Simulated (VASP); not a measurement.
# GaAsSe3 (R3m) in VASP: single point with PBE

Aim: the single point of GaAsSe3 with PBE.

Everything below comes from runs of VASP 6.6.1. Logs are shortened: lines on timing, memory, paths and dates and some standing lists are left out, and cuts for length are marked.

## (1) The cell of the first run

Symmetry: R3m, No. 160, trigonal system. Conventional cell: a = 7.166 Å, b = 7.166 Å, c = 9.838 Å, α = 90.00°, β = 90.00°, γ = 120.00°. Within 3.4 Å of Ga (site symmetry 3m) lie 6 Se at 2.54 to 2.78 Å. Within 3.2 Å of As (site symmetry 3m) lie 3 Se at 2.44 Å. Se (site symmetry m) has 1 As at 2.44 Å and 2 Ga at 2.54 to 2.78 Å within 3.2 Å.

## (2) Single point, PBE

INCAR

```
  PREC = Accurate
  ENCUT = 500
  EDIFF = 1E-6
  ISMEAR = 0
  SIGMA = 0.15
  LREAL = False
  LASPH = True
  NELM = 120
  ALGO = Normal
  ISIF = 2
  LWAVE = False
  LCHARG = False
  GGA = PE
  NBANDS = 26
  GGA_COMPAT = False
```

KPOINTS

```
regular mesh
0
Gamma
  3 3 3
```

POSCAR

```
GaAsSe3
1.0
    3.5832216325      2.0687739741      3.2794952519
   -3.5832216325      2.0687739741      3.2794952519
    0.0000000000     -4.1375479481      3.2794952519
Ga As Se
1 1 3
Direct
    0.4855847088      0.4855847088      0.4855847088
    0.1348523415      0.1348523415      0.1348523415
    0.4404331513      0.9697976972      0.4404331513
    0.4404331513      0.4404331513      0.9697976972
    0.9697976972      0.4404331513      0.4404331513
```

Potentials or basis: VASP PAW PBE potentials, release 64 (Ga_d, As, Se).

Launch:

```
> cat potpaw_PBE.64/Ga_d/POTCAR potpaw_PBE.64/As/POTCAR potpaw_PBE.64/Se/POTCAR > POTCAR
> mpirun -np 1 vasp_std > vasp.out
```

OUTCAR:

```text
PREC = Accurate
   ENCUT = 500
   EDIFF = 1E-6
   ISMEAR = 0
   LREAL = False
   LASPH = True
   NELM = 120
   ISIF = 2
   GGA = PE

 ion  position               nearest neighbor table
   1  0.486  0.486  0.486-   4 2.54   3 2.54   5 2.54   4 2.78   3 2.78   5 2.78
   2  0.135  0.135  0.135-   3 2.44   5 2.44   4 2.44
   3  0.440  0.970  0.440-   2 2.44   1 2.54   1 2.78
   4  0.440  0.440  0.970-   2 2.44   1 2.54   1 2.78
   5  0.970  0.440  0.440-   2 2.44   1 2.54   1 2.78

  LATTYP: Found a trigonal (rhomboedric) cell.
 ALAT       =     5.2796204533
 COS(alpha) =     0.0787618107

  Lattice vectors:

 A1 = (   3.5832216325,   2.0687739741,   3.2794952519)
 A2 = (  -3.5832216325,   2.0687739741,   3.2794952519)
 A3 = (   0.0000000000,  -4.1375479481,   3.2794952519)

Analysis of symmetry for initial positions (statically):
=====================================================================
 Subroutine PRICEL returns:
 Original cell was already a primitive cell.

 Routine SETGRP: Setting up the symmetry group for a
 trigonal (rhombohedral) supercell.

 Subroutine GETGRP returns: Found  6 space group operations
 (whereof  6 operations were pure point group operations)
 out of a pool of 12 trial point group operations.

The static configuration has the point symmetry C_3v.

Analysis of symmetry for dynamics (positions and initial velocities):
=====================================================================
 Subroutine PRICEL returns:
 Original cell was already a primitive cell.

 Routine SETGRP: Setting up the symmetry group for a
 trigonal (rhombohedral) supercell.

 Subroutine GETGRP returns: Found  6 space group operations
 (whereof  6 operations were pure point group operations)
 out of a pool of 12 trial point group operations.

The dynamic configuration has the point symmetry C_3v.

 Subroutine INISYM returns: Found  6 space group operations
 (whereof  6 operations are pure point group operations),
 and found     1 'primitive' translations

----------------------------------------------------------------------------------------

                                     Primitive cell

  volume of cell :     145.8629

  direct lattice vectors                    reciprocal lattice vectors
     3.583221632  2.068773974  3.279495252     0.139539233  0.080563014  0.101641658
    -3.583221632  2.068773974  3.279495252    -0.139539233  0.080563014  0.101641658
     0.000000000 -4.137547948  3.279495252     0.000000000 -0.161126028  0.101641658

  length of vectors
     5.279620453  5.279620453  5.279620453     0.190506229  0.190506229  0.190506229

  position of ions in fractional coordinates (direct lattice)
     0.485584709  0.485584709  0.485584709
     0.134852342  0.134852342  0.134852342
     0.440433151  0.969797697  0.440433151
     0.440433151  0.440433151  0.969797697
     0.969797697  0.440433151  0.440433151

  ion indices of the primitive-cell ions
   primitive index   ion index
                 1           1
                 2           2
                 3           3
                 4           4
                 5           5

----------------------------------------------------------------------------------------

 KPOINTS: regular mesh

Automatic generation of k-mesh.
 Grid dimensions read from file:
 generate k-points for:    3    3    3

 Generating k-lattice:

  Cartesian coordinates                     Fractional coordinates (reciprocal lattice)
     0.046513078  0.026854338  0.033880553     0.333333333  0.000000000  0.000000000
    -0.046513078  0.026854338  0.033880553     0.000000000  0.333333333  0.000000000
     0.000000000 -0.053708676  0.033880553    -0.000000000 -0.000000000  0.333333333

  Length of vectors
     0.063502076  0.063502076  0.063502076

  Shift w.r.t. Gamma in fractional coordinates (k-lattice)
     0.000000000  0.000000000  0.000000000

 Subroutine IBZKPT returns following result:
 ===========================================

 Found      6 irreducible k-points:

 Following reciprocal coordinates:
            Coordinates               Weight
  0.000000  0.000000  0.000000      1.000000
  0.333333 -0.000000  0.000000      6.000000
  0.333333  0.333333  0.000000      6.000000
 -0.333333  0.333333  0.000000      6.000000
  0.333333  0.333333  0.333333      2.000000
 -0.333333  0.333333  0.333333      6.000000
   k-points           NKPTS =      6   k-points in BZ     NKDIM =      6   number of bands    NBANDS=     26
   number of dos      NEDOS =    301   number of ions     NIONS =      5
   total plane-waves  NPLWV =  64000
   dimension x,y,z NGX =    40 NGY =   40 NGZ =   40
   dimension x,y,z NGXF=    80 NGYF=   80 NGZF=   80
   ions per type =               1   1   3
   NGX,Y,Z   is equivalent  to a cutoff of  12.60, 12.60, 12.60 a.u.
   NGXF,Y,Z  is equivalent  to a cutoff of  25.19, 25.19, 25.19 a.u.
 SYSTEM =  unknown system
   PREC   = accura    normal or accurate (medium, high low for compatibility)
   ISTART =      0    job   : 0-new  1-cont  2-samecut
   ICHARG =      2    charge: 1-file 2-atom 10-const
   ISPIN  =      1    spin polarized calculation?
   LNONCOLLINEAR =      F non collinear calculations
   LSORBIT =      F    spin-orbit coupling
   LASPH  =      T    aspherical Exc in radial PAW
   ENCUT  =  500.0 eV  36.75 Ry    6.06 a.u.   9.63  9.63  9.63*2*pi/ulx,y,z
   NELM   =    120;   NELMIN=  2; NELMDL= -5     # of ELM steps
   EDIFF  = 0.1E-05   stopping-criterion for ELM
   LREAL  =      F    real-space projection
   EDIFFG = 0.1E-04   stopping-criterion for IOM
   NSW    =      0    number of steps for IOM
   IBRION =     -1    ionic relax: 0-MD 1-quasi-New 2-CG
   NFREE  =      0    steps in history (QN), initial steepest desc. (CG)
   ISIF   =      2    stress and relaxation
   ISYM   =      2    0-nonsym 1-usesym 2-fastsym
   POTIM  = 0.5000    time-step for ionic-motion
   TEBEG  =    0.0;   TEEND  =   0.0 temperature during run
   PSTRESS=    0.0 pullay stress
   NELECT =      36.0000    total number of electrons
   NUPDOWN=      -1.0000    fix difference up-down
   EMIN   =  10.00;   EMAX   =-10.00  energy-range for DOS
   EFERMI =   0.00;   METHOD = LEGACY
   ISMEAR =     0;   SIGMA  =   0.15  broadening in eV -4-tet -1-fermi 0-gaus
   EFERMI_NEDOS =   21; number of points for ismear=-14 and -15
   IALGO  =     38    algorithm
   IMIX   =      4    mixing-type and parameters
     AMIX     =   0.40;   BMIX     =  1.00
     AMIX_MAG =   1.60;   BMIX_MAG =  1.00
  volume/ion in A,a.u.               =      29.17       196.87
  Fermi-wavevector in a.u.,A,eV,Ry     =   1.026898  1.940556 14.347611  1.054520
  Thomas-Fermi vector in A             =   2.160815
   LORBIT       =      0    0 simple, 1 ext, 2 COOP (PROOUT), +10 PAW based schemes
   GGA     = PE    functional components
   LHFCALC =     F    Hartree Fock is set to
   AEXX    =    0.0000 exact exchange contribution
   IVDW    =     0    specifies the selected vdW correction
   LEPSILON=     F    determine dielectric tensor
   LRPA    =     F    only Hartree local field effects (RPA)
 non-spin polarized calculation
 Gauss-broadening in eV      SIGMA  =   0.15
  energy-cutoff  :      500.00
  volume of cell :      145.86
 maximum number of plane-waves:      3718
 NGX is ok and might be reduce to    40
   NGX = 19   NGY = 19   NGZ = 19

 number of electron      35.9999987 magnetization

 Free energy of the ion-electron system (eV)
  ---------------------------------------------------
  ext. energy  EPLUGINS =         0.00000000
  ---------------------------------------------------
  free energy    TOTEN  =       -18.59934136 eV

  energy without entropy =      -18.58848437  energy(sigma->0) =      -18.59391287

 E-fermi :   2.1498     XC(G=0):  -8.3297

 val. band max:        1.9242402972   @ k =  -0.3333   0.3333   0.3333
 cond. band min:       2.1545072379   @ k =   0.3333   0.3333   0.3333
 fundamental gap:      0.2302669408
 Fermi energy:         2.1498176807

 k-point     1 :       0.0000    0.0000    0.0000
  band No.  band energies     occupation
      1     -13.3597      2.00000
      2     -13.3597      2.00000
      3     -13.2568      2.00000
      4     -13.2029      2.00000
      5     -13.2029      2.00000
      6     -12.6570      2.00000
[... 18 lines left out ...]
     25       7.7275      0.00000
     26       8.9295      0.00000

 k-point     2 :       0.3333   -0.0000    0.0000
  band No.  band energies     occupation
      1     -13.3594      2.00000
      2     -13.3482      2.00000
      3     -13.2577      2.00000
      4     -13.2047      2.00000
      5     -13.2038      2.00000
      6     -12.4088      2.00000
[... 18 lines left out ...]
     25       8.4772      0.00000
     26       9.0580      0.00000

 k-point     3 :       0.3333    0.3333    0.0000
  band No.  band energies     occupation
      1     -13.3600      2.00000
      2     -13.3106      2.00000
      3     -13.2634      2.00000
      4     -13.2057      2.00000
      5     -13.2045      2.00000
      6     -12.2613      2.00000
[... 18 lines left out ...]
     25       8.0387      0.00000
     26       8.9775      0.00000

 k-point     4 :      -0.3333    0.3333    0.0000
  band No.  band energies     occupation
      1     -13.3601      2.00000
      2     -13.3206      2.00000
      3     -13.2588      2.00000
      4     -13.2061      2.00000
      5     -13.2046      2.00000
      6     -12.1893      2.00000
[... 18 lines left out ...]
     25       8.1195      0.00000
     26       8.7914      0.00000

 k-point     5 :       0.3333    0.3333    0.3333
  band No.  band energies     occupation
      1     -13.3105      2.00000
      2     -13.3105      2.00000
      3     -13.2728      2.00000
      4     -13.2057      2.00000
      5     -13.2057      2.00000
      6     -12.2174      2.00000
[... 18 lines left out ...]
     25       7.4899      0.00000
     26       9.2850      0.00000

 k-point     6 :      -0.3333    0.3333    0.3333
  band No.  band energies     occupation
      1     -13.3294      2.00000
      2     -13.3105      2.00000
      3     -13.2629      2.00000
      4     -13.2068      2.00000
      5     -13.2056      2.00000
      6     -12.0870      2.00000
[... 18 lines left out ...]
     25       7.8241      0.00000
     26       8.2665      0.00000

------------------------ aborting loop because EDIFF is reached ----------------------------------------

  FORCE on cell =-STRESS in cart. coord.  units (eV):
  Direction    XX          YY          ZZ          XY          YZ          ZX
  --------------------------------------------------------------------------------------
  -------------------------------------------------------------------------------------
  Total        0.2283413      0.2283413      0.5403385     -0.0000000      0.0000000      0.0000000
  in kB        2.5081304      2.5081304      5.9351474     -0.0000000      0.0000000      0.0000000
  external PRESSURE =       3.6504694 kB  Pullay stress =       0.0000000 kB

 VOLUME and BASIS-vectors are now :
 -----------------------------------------------------------------------------
  energy-cutoff  :      500.00
  volume of cell :      145.86
      direct lattice vectors                 reciprocal lattice vectors
     3.583221632  2.068773974  3.279495252     0.139539233  0.080563014  0.101641658
    -3.583221632  2.068773974  3.279495252    -0.139539233  0.080563014  0.101641658
     0.000000000 -4.137547948  3.279495252     0.000000000 -0.161126028  0.101641658

 POSITION                                       TOTAL-FORCE (eV/Angst)
 -----------------------------------------------------------------------------------
      0.00000      0.00000      4.77742        -0.000000     -0.000000     -0.009941
      0.00000      0.00000      1.32674        -0.000000     -0.000000     -0.071688
     -1.89683      1.09514      6.06924         0.016835     -0.009720      0.027210
      0.00000     -2.19027      6.06924        -0.000000      0.019439      0.027210
      1.89683      1.09514      6.06924        -0.016835     -0.009720      0.027210
 -----------------------------------------------------------------------------------
    total drift:                               -0.000000     -0.000000     -0.001319

  FREE ENERGIE OF THE ION-ELECTRON SYSTEM (eV)
  ---------------------------------------------------
  free  energy   TOTEN  =       -18.5993413587 eV

  energy  without entropy=      -18.5884843748  energy(sigma->0) =      -18.59391287
```

Wall time 46 s (1 thread of Intel Xeon 8259CL, shared host); peak memory 0.24 GiB.

Results:

```
Free energy            : -18.5993 eV
Pressure               : 0.4 GPa
Largest force          : 0.072 eV/Å
Band gap on the k mesh : zero (band 18 reaches 2.15 eV, above the bottom of band 19 at 1.61 eV)
```

Forces in eV/Å, atoms in the order of the input:
```
Ga   0.000  0.000 -0.010
As   0.000  0.000 -0.072
Se   0.017 -0.010  0.027
Se   0.000  0.019  0.027
Se  -0.017 -0.010  0.027
```

Levels at points of the mesh, in eV from the Fermi level:
| k point | band 14 | band 15 | band 16 | band 17 | band 18 | band 19 | band 20 | band 21 | band 22 | band 23 |
| --- | --- | --- | --- | --- | --- | --- | --- | --- | --- | --- |
| (0.00, 0.00, 0.00) | -3.59 | -3.18 | -1.65 | -0.88 | -0.88 | -0.54 | 1.40 | 1.81 | 1.81 | 5.33 |

Caveat: the k points lie up to 0.40 Å⁻¹ apart.
